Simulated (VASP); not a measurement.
A run of VASP 6.6.1:

File INCAR:

```
PREC = Accurate
ENCUT = 520
EDIFF = 1E-6
ISMEAR = -1
SIGMA = 0.1
LREAL = False
LASPH = True
NELM = 60
ALGO = Normal
ISIF = 2
LWAVE = False
LCHARG = True
GGA = PS
LELF = True
LVHAR = True
NBANDS = 11
```

File KPOINTS:

```
regular mesh
0
Gamma
  16 16 16
```

The input POSCAR:

```
Pd
1.0
   -1.5831074100      1.5831074100      1.5831074100
    1.5831074100     -1.5831074100      1.5831074100
    1.5831074100      1.5831074100     -1.5831074100
Pd
1
Direct
    0.0000000000      0.0000000000      0.0000000000
```

Potentials or basis: VASP PAW PBE potentials, release 64 (Pd).

Command:

```sh
$ cat potpaw_PBE.64/Pd/POTCAR > POTCAR
$ mpirun -np 1 vasp_std > vasp.out
```

Hardware: 1 thread of Intel(R) Xeon(R) Platinum 8259CL CPU @ 2.50GHz (Skylake/Cascade Lake), on a shared host.

Estimate the wall time of this run.

Wall time 15 s on 1 thread of Intel(R) Xeon(R) Platinum 8259CL CPU @ 2.50GHz (Skylake/Cascade Lake), with other jobs on the host, peak memory 0.14 GiB. Counts: scf iterations 11, k points 145.
